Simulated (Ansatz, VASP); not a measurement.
**Two plane-wave programs on Pb**

```
CELL_PARAMETERS angstrom
3.50053 0.00000 0.00000
-1.75026 3.03155 0.00000
0.00000 0.00000 11.43272
ATOMIC_POSITIONS crystal
Pb 0.00000 0.00000 0.00000
Pb 0.00000 0.00000 0.50000
Pb 0.33333 0.66667 0.25000
Pb 0.66667 0.33333 0.75000
```

Alike in both runs: task relaxation of cell and atoms; functional LDA; k mesh 10 × 10 × 3; occupations fermi-dirac, width 0.1 eV; no spin polarisation.

|  | VASP | Ansatz |
| --- | --- | --- |
| version | VASP 6.6.1 | Ansatz 0.2.0 |
| potentials or method | VASP PAW LDA potentials, release 64 (Pb_d), cutoff 600 eV | plane waves (420 eV) with PAW, scalar-relativistic |
| valence electrons in the cell | 56 | 56 |

```csv
,VASP,Ansatz,Ansatz less VASP
relaxed volume (Å³/atom),29.02,28.95,-0.068
relaxed length of the cell vector where the two differ most in proportion (Å),11.229,11.213,-0.0160
```

Ansatz warns that its potentials were made for another functional, while VASP's fit it. LDA's correlation is that of Perdew and Zunger in VASP and of Perdew and Wang (1992) in Ansatz.

Neither program's run includes spin-orbit coupling.
